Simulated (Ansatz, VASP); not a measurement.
# Cu: VASP beside Ansatz

```
CELL_PARAMETERS angstrom
-1.47326 1.47326 1.33590
1.47326 -1.47326 1.33590
1.47326 1.47326 -1.33590
ATOMIC_POSITIONS crystal
Cu 0.00000 0.00000 0.00000
```

Alike in both runs: task single point; functional PBE; k mesh 22 × 22 × 22; occupations gaussian, width 0.15 eV; no spin polarisation.

|  | VASP | Ansatz |
| --- | --- | --- |
| version | VASP 6.6.1 | Ansatz 0.2.0 |
| potentials or method | VASP PAW PBE potentials, release 64 (Cu), cutoff 520 eV | scalar-relativistic, plane waves, PAW |
| valence electrons in the cell | 11 | 19 |

Ansatz gave:

| Quantity | Value |
| --- | --- |
| gap on the k mesh at the Fermi level (eV) | none |
| pressure (GPa) | 5.3 |
| traceless stress, the component that is largest in VASP (GPa) | 0.75 |

Problem. Which values does VASP return?

Solution. gap on the k mesh at the Fermi level (eV): none; pressure (GPa): 6.3; traceless stress, the component that is largest in VASP (GPa): 0.79.

A gap of «none» marks a metal or a gap that the smearing closes. VASP's potentials hold 11 valence electrons a cell and Ansatz's 19, so a difference there can come from the potentials and not from the codes.
